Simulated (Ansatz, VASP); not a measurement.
One calculation of Bi, two programs

The input INCAR:

```
SYSTEM = Bi
PREC = Accurate
ENCUT = 520
EDIFF = 1E-6
ISMEAR = 0
SIGMA = 0.05
LREAL = .False.
LASPH = .True.
NELM = 150
ALGO = Fast
ISIF = 2
LWAVE = .False.
LCHARG = .True.
MAGMOM = 0 0 0 0 0 0
LORBIT = 11
LSORBIT = .True.
GGA_COMPAT = .False.
LORBMOM = .True.
GGA = PS
LVHAR = .True.
NBANDS = 42
```

File KPOINTS:

```
Automatic mesh
0
Gamma
  6 6 6
  0 0 0
```

The input POSCAR:

```
Bi
1.0
    2.3132544414      1.3355580745      4.0088015978
   -2.3132544414      1.3355580745      4.0088015978
    0.0000000000     -2.6711161489      4.0088015978
Bi
2
Direct
    0.2351433769      0.2351433769      0.2351433769
    0.7648566231      0.7648566231      0.7648566231
```

Input for Ansatz:

```yaml
crystal:
  lattice:
    - [2.3132544414, 1.3355580745, 4.0088015978]
    - [-2.3132544414, 1.3355580745, 4.0088015978]
    - [0.0, -2.6711161489, 4.0088015978]
  atoms:
    - { symbol: Bi, position: [0.2351433769, 0.2351433769, 0.2351433769] }
    - { symbol: Bi, position: [0.7648566231, 0.7648566231, 0.7648566231] }
basis:
  ecutwfc: 420
  ecutrho_ratio: 4
kpoints:
  mp_grid: { grid: [6, 6, 6] }
hamiltonian:
  xc: pbesol
scf:
  occupations: { method: gaussian, width: 0.05 }
output:
  forces: true
  stress: true
  eigenvalues: true
  populations: true
  topological_invariants: true
magnetization:
  noncollinear: true
  spin_orbit: true
```

Alike in both runs: task single point; functional PBEsol; k mesh 6 × 6 × 6; occupations gaussian, width 0.05 eV; non-collinear spin, spin-orbit coupling.

|  | VASP | Ansatz |
| --- | --- | --- |
| version | VASP 6.6.1 | Ansatz 0.2.0 |
| potentials or method | VASP PAW PBE potentials, release 64 (Bi_d), cutoff 520 eV | plane waves, PAW |
| valence electrons in the cell | 30 | 30 |

|  | VASP | Ansatz | Ansatz less VASP |
| --- | --- | --- | --- |
| pressure (GPa) | -2.0 | -1.9 | +0.17 |
| traceless stress, the component that is largest in VASP (GPa) | 0.08 | 0.07 | -0.009 |
| rms of the force components (eV/Å) | 0.156 | 0.161 | +0.0050 |
| net moment per atom (μB) | 0.00 | 0.00 | 0.000 |

VASP's potentials were made for PBE, not for PBEsol. Atom by atom the forces differ by 0.005 eV/Å (rms over components).
